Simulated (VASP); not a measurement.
# Cu in VASP: relaxation of the atoms with PBE

Aim: the relaxation of the atoms of Cu with PBE.

Program: VASP 6.6.1. These are calculated values, not measurements. Logs are shortened: lines on timing, memory, paths and dates and some standing lists are left out, and cuts for length are marked.

### 1 The cell of the first run

The cell holds a slab with vacuum, 6 atoms: a = 2.567 Å, b = 2.567 Å, c = 25.074 Å, α = 90.00°, β = 90.00°, γ = 90.00°.

### 2 Relaxation of the atoms, PBE

INCAR

```
  PREC = Accurate
  ENCUT = 520
  EDIFF = 1E-7
  ISMEAR = -1
  SIGMA = 0.1
  LREAL = False
  LASPH = True
  NELM = 120
  ALGO = Normal
  ISIF = 2
  LWAVE = False
  LCHARG = False
  LDIPOL = True
  IDIPOL = 3
  DIPOL = 0.5 0.5 0.500
  GGA = PE
  IBRION = 2
  NSW = 32
  EDIFFG = -0.01
  GGA_COMPAT = False
  NELMIN = 4
  NELMDL = -8
  KPAR = 4
```

KPOINTS

```
Automatic mesh
0
Gamma
  14 14 1
```

POSCAR

```
Cu
1.0
    2.5665139635      0.0000000000      0.0000000000
    0.0000000000      2.5665139635      0.0000000000
    0.0000000000      0.0000000000     25.0740000000
Cu
6
Direct
    0.2500000000      0.2500000000      0.3212146121
    0.7500000000      0.7500000000      0.3912517684
    0.2500000000      0.2500000000      0.4638103355
    0.7500000000      0.7500000000      0.5361897229
    0.2500000000      0.2500000000      0.6087482445
    0.7500000000      0.7500000000      0.6787853166
```

Potentials or basis: VASP PAW PBE potentials, release 64 (Cu).

Command:

```
cat potpaw_PBE.64/Cu/POTCAR > POTCAR
mpirun -np 4 vasp_std > vasp.out
```

OUTCAR:

```text
PREC = Accurate
   ENCUT = 520
   EDIFF = 1E-7
   ISMEAR = -1
   LREAL = False
   LASPH = True
   NELM = 120
   ISIF = 2
   GGA = PE
   IBRION = 2
   NSW = 32
   EDIFFG = -0.01
   NELMIN = 4
   NELMDL = -8

 ion  position               nearest neighbor table
   1  0.250  0.250  0.321-   2 2.53   2 2.53   2 2.53   2 2.53
   2  0.750  0.750  0.391-   1 2.53   1 2.53   1 2.53   1 2.53   3 2.57   3 2.57   3 2.57   3 2.57

   3  0.250  0.250  0.464-   4 2.57   4 2.57   4 2.57   4 2.57   2 2.57   2 2.57   2 2.57   2 2.57

   4  0.750  0.750  0.536-   3 2.57   3 2.57   3 2.57   3 2.57   5 2.57   5 2.57   5 2.57   5 2.57

   5  0.250  0.250  0.609-   6 2.53   6 2.53   6 2.53   6 2.53   4 2.57   4 2.57   4 2.57   4 2.57

   6  0.750  0.750  0.679-   5 2.53   5 2.53   5 2.53   5 2.53

  LATTYP: Found a simple tetragonal cell.
 ALAT       =     2.5665139635
 C/A-ratio  =     9.7696721532

  Lattice vectors:

 A1 = (   2.5665139635,   0.0000000000,   0.0000000000)
 A2 = (   0.0000000000,   2.5665139635,   0.0000000000)
 A3 = (   0.0000000000,   0.0000000000,  25.0740000000)

Analysis of symmetry for initial positions (statically):
=====================================================================
 Subroutine PRICEL returns:
 Original cell was already a primitive cell.

 Routine SETGRP: Setting up the symmetry group for a
 simple tetragonal supercell.

 Subroutine GETGRP returns: Found 16 space group operations
 (whereof  4 operations were pure point group operations)
 out of a pool of 16 trial point group operations.

The static configuration has the point symmetry C_2h.
 The point group associated with its full space group is D_4h.

Analysis of symmetry for dynamics (positions and initial velocities):
=====================================================================
 Subroutine PRICEL returns:
 Original cell was already a primitive cell.

 Routine SETGRP: Setting up the symmetry group for a
 simple tetragonal supercell.

 Subroutine GETGRP returns: Found 16 space group operations
 (whereof  4 operations were pure point group operations)
 out of a pool of 16 trial point group operations.

The dynamic configuration has the point symmetry C_2h.
 The point group associated with its full space group is D_4h.

 Subroutine INISYM returns: Found 16 space group operations
 (whereof  4 operations are pure point group operations),
 and found     1 'primitive' translations

----------------------------------------------------------------------------------------

                                     Primitive cell

  volume of cell :     165.1623

  direct lattice vectors                    reciprocal lattice vectors
     2.566513963  0.000000000  0.000000000     0.389633571  0.000000000  0.000000000
     0.000000000  2.566513963  0.000000000     0.000000000  0.389633571  0.000000000
     0.000000000  0.000000000 25.074000000     0.000000000  0.000000000  0.039881949

  length of vectors
     2.566513963  2.566513963 25.074000000     0.389633571  0.389633571  0.039881949

  position of ions in fractional coordinates (direct lattice)
     0.250000000  0.250000000  0.321214612
     0.750000000  0.750000000  0.391251768
     0.250000000  0.250000000  0.463810335
     0.750000000  0.750000000  0.536189723
     0.250000000  0.250000000  0.608748244
     0.750000000  0.750000000  0.678785317

  ion indices of the primitive-cell ions
   primitive index   ion index
                 1           1
                 2           2
                 3           3
                 4           4
                 5           5
                 6           6

----------------------------------------------------------------------------------------

 KPOINTS: Automatic mesh

Automatic generation of k-mesh.
 Grid dimensions read from file:
 generate k-points for:   14   14    1

 Generating k-lattice:

  Cartesian coordinates                     Fractional coordinates (reciprocal lattice)
     0.027830969  0.000000000  0.000000000     0.071428571  0.000000000  0.000000000
     0.000000000  0.027830969  0.000000000     0.000000000  0.071428571  0.000000000
     0.000000000  0.000000000  0.039881949     0.000000000  0.000000000  1.000000000

  Length of vectors
     0.027830969  0.027830969  0.039881949

  Shift w.r.t. Gamma in fractional coordinates (k-lattice)
     0.000000000  0.000000000  0.000000000

 Subroutine IBZKPT returns following result:
 ===========================================

 Found     36 irreducible k-points:

 Following reciprocal coordinates:
            Coordinates               Weight
  0.000000  0.000000  0.000000      1.000000
  0.071429  0.000000  0.000000      4.000000
  0.142857  0.000000  0.000000      4.000000
  0.214286  0.000000  0.000000      4.000000
  0.285714  0.000000  0.000000      4.000000
  0.357143  0.000000  0.000000      4.000000
[... 16 lines left out ...]
  0.285714  0.214286  0.000000      8.000000
  0.357143  0.214286  0.000000      8.000000
 [... further k-points ...]
   k-points           NKPTS =     36   k-points in BZ     NKDIM =     36   number of bands    NBANDS=     39
   number of dos      NEDOS =    301   number of ions     NIONS =      6
   total plane-waves  NPLWV =  76800
   dimension x,y,z NGX =    20 NGY =   20 NGZ =  192
   dimension x,y,z NGXF=    40 NGYF=   40 NGZF=  384
   ions per type =               6
   NGX,Y,Z   is equivalent  to a cutoff of  12.95, 12.95, 12.73 a.u.
   NGXF,Y,Z  is equivalent  to a cutoff of  25.91, 25.91, 25.46 a.u.
 SYSTEM =  unknown system
   PREC   = accura    normal or accurate (medium, high low for compatibility)
   ISTART =      0    job   : 0-new  1-cont  2-samecut
   ICHARG =      2    charge: 1-file 2-atom 10-const
   ISPIN  =      1    spin polarized calculation?
   LNONCOLLINEAR =      F non collinear calculations
   LSORBIT =      F    spin-orbit coupling
   LASPH  =      T    aspherical Exc in radial PAW
   ENCUT  =  520.0 eV  38.22 Ry    6.18 a.u.   4.77  4.77 46.62*2*pi/ulx,y,z
   NELM   =    120;   NELMIN=  4; NELMDL= -8     # of ELM steps
   EDIFF  = 0.1E-06   stopping-criterion for ELM
   LREAL  =      F    real-space projection
   EDIFFG = -.1E-01   stopping-criterion for IOM
   NSW    =     32    number of steps for IOM
   IBRION =      2    ionic relax: 0-MD 1-quasi-New 2-CG
   NFREE  =      1    steps in history (QN), initial steepest desc. (CG)
   ISIF   =      2    stress and relaxation
   ISYM   =      2    0-nonsym 1-usesym 2-fastsym
   POTIM  = 0.5000    time-step for ionic-motion
   TEBEG  =    0.0;   TEEND  =   0.0 temperature during run
   PSTRESS=    0.0 pullay stress
   NELECT =      66.0000    total number of electrons
   NUPDOWN=      -1.0000    fix difference up-down
   EMIN   =  10.00;   EMAX   =-10.00  energy-range for DOS
   EFERMI =   0.00;   METHOD = LEGACY
   ISMEAR =    -1;   SIGMA  =   0.10  broadening in eV -4-tet -1-fermi 0-gaus
   EFERMI_NEDOS =   21; number of points for ismear=-14 and -15
   IALGO  =     38    algorithm
   IMIX   =      4    mixing-type and parameters
     AMIX     =   0.40;   BMIX     =  1.00
     AMIX_MAG =   1.60;   BMIX_MAG =  1.00
  volume/ion in A,a.u.               =      27.53       185.76
  Fermi-wavevector in a.u.,A,eV,Ry     =   1.205829  2.278687 19.783203  1.454024
  Thomas-Fermi vector in A             =   2.341514
   LORBIT       =      0    0 simple, 1 ext, 2 COOP (PROOUT), +10 PAW based schemes
   GGA     = PE    functional components
   LHFCALC =     F    Hartree Fock is set to
   AEXX    =    0.0000 exact exchange contribution
   IVDW    =     0    specifies the selected vdW correction
   LEPSILON=     F    determine dielectric tensor
   LRPA    =     F    only Hartree local field effects (RPA)
 conjugate gradient relaxation of ions
 non-spin polarized calculation
  energy-cutoff  :      520.00
  volume of cell :      165.16
 maximum number of plane-waves:      4486
 NGX is ok and might be reduce to    20
   NGX =  9   NGY =  9   NGZ = 93

 dipolmoment           0.000000      0.000000      0.000000 electrons x Angstroem

--------------------------------------- Ionic step        1  -------------------------------------------

 number of electron      65.9999893 magnetization

 Free energy of the ion-electron system (eV)
  ---------------------------------------------------
  ext. energy  EPLUGINS =         0.00000000
  ---------------------------------------------------
  free energy    TOTEN  =       -21.20984533 eV

  energy without entropy =      -21.14352076  energy(sigma->0) =      -21.17668304

------------------------ aborting loop because EDIFF is reached ----------------------------------------

  FORCE on cell =-STRESS in cart. coord.  units (eV):
  Direction    XX          YY          ZZ          XY          YZ          ZX
  --------------------------------------------------------------------------------------
  -------------------------------------------------------------------------------------
  Total       -0.7949641     -0.7949641      0.2138685     -0.0000000     -0.0000000      0.0000000
  in kB       -7.7116487     -7.7116487      2.0746583     -0.0000000     -0.0000000      0.0000000
  external PRESSURE =      -4.4495464 kB  Pullay stress =       0.0000000 kB
[... 225 lines left out ...]
  energy  without entropy=      -21.1435133441  energy(sigma->0) =      -21.17689819

--------------------------------------- Ionic step        7  -------------------------------------------

 number of electron      65.9999894 magnetization

 dipolmoment           0.000000      0.000000     -0.000000 electrons x Angstroem

 Free energy of the ion-electron system (eV)
  ---------------------------------------------------
  ext. energy  EPLUGINS =         0.00000000
  ---------------------------------------------------
  free energy    TOTEN  =       -21.21035733 eV

  energy without entropy =      -21.14339650  energy(sigma->0) =      -21.17687691

 E-fermi :   0.7317     XC(G=0):  -6.2480

 val. band max:        0.6920214644   @ k =   0.2143   0.0000   0.0000
 cond. band min:       0.8408828776   @ k =   0.2143   0.0714   0.0000
 fundamental gap:      0.1488614132
 Fermi energy:         0.7317419153

 k-point     1 :       0.0000    0.0000    0.0000
  band No.  band energies     occupation
      1      -8.2414      2.00000
      2      -7.4561      2.00000
      3      -6.1616      2.00000
      4      -4.7429      2.00000
      5      -4.0255      2.00000
      6      -3.9988      2.00000
[... 997 lines left out ...]
     38       5.5014      0.00000
     39       6.7017      0.00000

 [... further k-points ...]

------------------------ aborting loop because EDIFF is reached ----------------------------------------

 vacuum level on the upper side and lower side of the slab       (xc-potential included)        -0.109        -0.109

  FORCE on cell =-STRESS in cart. coord.  units (eV):
  Direction    XX          YY          ZZ          XY          YZ          ZX
  --------------------------------------------------------------------------------------
  -------------------------------------------------------------------------------------
  Total       -0.9678217     -0.9678217     -0.0192210     -0.0000000      0.0000000      0.0000000
  in kB       -9.3884746     -9.3884746     -0.1864560     -0.0000000      0.0000000      0.0000000
  external PRESSURE =      -6.3211350 kB  Pullay stress =       0.0000000 kB

 VOLUME and BASIS-vectors are now :
 -----------------------------------------------------------------------------
  energy-cutoff  :      520.00
  volume of cell :      165.16
      direct lattice vectors                 reciprocal lattice vectors
     2.566513963  0.000000000  0.000000000     0.389633571  0.000000000  0.000000000
     0.000000000  2.566513963  0.000000000     0.000000000  0.389633571  0.000000000
     0.000000000  0.000000000 25.074000000     0.000000000  0.000000000  0.039881949
[... 12 lines left out ...]
  FREE ENERGIE OF THE ION-ELECTRON SYSTEM (eV)
  ---------------------------------------------------
  free  energy   TOTEN  =       -21.2103573270 eV

  energy  without entropy=      -21.1433965022  energy(sigma->0) =      -21.17687691

 reached required accuracy - stopping structural energy minimisation

 vacuum level on the upper side and lower side of the slab         5.111         5.111
```

Run time: 5.3 min. Hardware: 4 MPI ranks of Intel Xeon Platinum 8375C at 2.90GHz (Ice Lake), shared host; peak memory 0.37 GiB.

Results:

- Free energy: -21.2104 eV
- Energy gained by relaxing: 0.1 meV/atom
- Ionic steps: 7
- Band gap on the k mesh: zero (bands 33 and 34 overlap by 4.79 eV)

Step by step:
```csv
step,energy change (eV),largest force (eV/Å),pressure (GPa)
1,0.0000,0.0349,-0.44
2,-0.0001,0.0265,-0.47
3,-0.0002,0.0231,-0.53
4,-0.0003,0.0189,-0.54
5,-0.0004,0.0251,-0.57
6,-0.0004,0.0179,-0.60
7,-0.0005,0.0011,-0.63
```

Final structure:
```cif
data_structure
_symmetry_space_group_name_H-M 'P 1'
_symmetry_Int_Tables_number 1
_cell_length_a 2.5665
_cell_length_b 2.5665
_cell_length_c 25.0740
_cell_angle_alpha 90.000
_cell_angle_beta 90.000
_cell_angle_gamma 90.000
_cell_volume 165.16
loop_
_atom_site_label
_atom_site_type_symbol
_atom_site_fract_x
_atom_site_fract_y
_atom_site_fract_z
_atom_site_occupancy
Cu1 Cu 0.25000 0.25000 0.32054 1
Cu2 Cu 0.75000 0.75000 0.39090 1
Cu3 Cu 0.25000 0.25000 0.46368 1
Cu4 Cu 0.75000 0.75000 0.53632 1
Cu5 Cu 0.25000 0.25000 0.60910 1
Cu6 Cu 0.75000 0.75000 0.67946 1
```
